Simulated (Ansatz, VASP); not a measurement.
# AlN in VASP and in Ansatz

```
Al N
1.0
     3.11100    0.00000    0.00000
    -1.55550    2.69421    0.00000
     0.00000    0.00000    4.97800
Al N
2 2
Direct
  0.33333 0.66667 0.00000
  0.70988 0.37613 0.48638
  0.33333 0.66667 0.38500
  0.66667 0.33333 0.88500
```

Change from the starting cell: one atom moved.

Alike in both runs: task single point; functional PBEsol; k mesh 9 × 9 × 6; occupations gaussian, width 0.02 eV; no spin polarisation.

|  | VASP | Ansatz |
| --- | --- | --- |
| version | VASP 6.6.1 | Ansatz 0.2.0 |
| potentials or method | VASP PAW PBE potentials, release 64 (Al, N), cutoff 520 eV | scalar-relativistic, plane waves, PAW |
| valence electrons in the cell | 16 | 16 |

```csv
,VASP,Ansatz,Ansatz less VASP
gap on the k mesh at the Fermi level (eV),3.92,3.91,-0.017
least direct gap on the mesh (eV),3.92,3.91,-0.017
pressure (GPa),2.2,2.2,-0.01
"traceless stress, the component that is largest in VASP (GPa)",7.58,7.45,-0.132
rms of the force components (eV/Å),1.148,1.136,-0.0128
```

VASP's potentials were made for PBE, not for PBEsol. Atom by atom the forces differ by 0.013 eV/Å (rms over components). With one functional, cell and mesh, what is left measures potentials, basis and numerics.
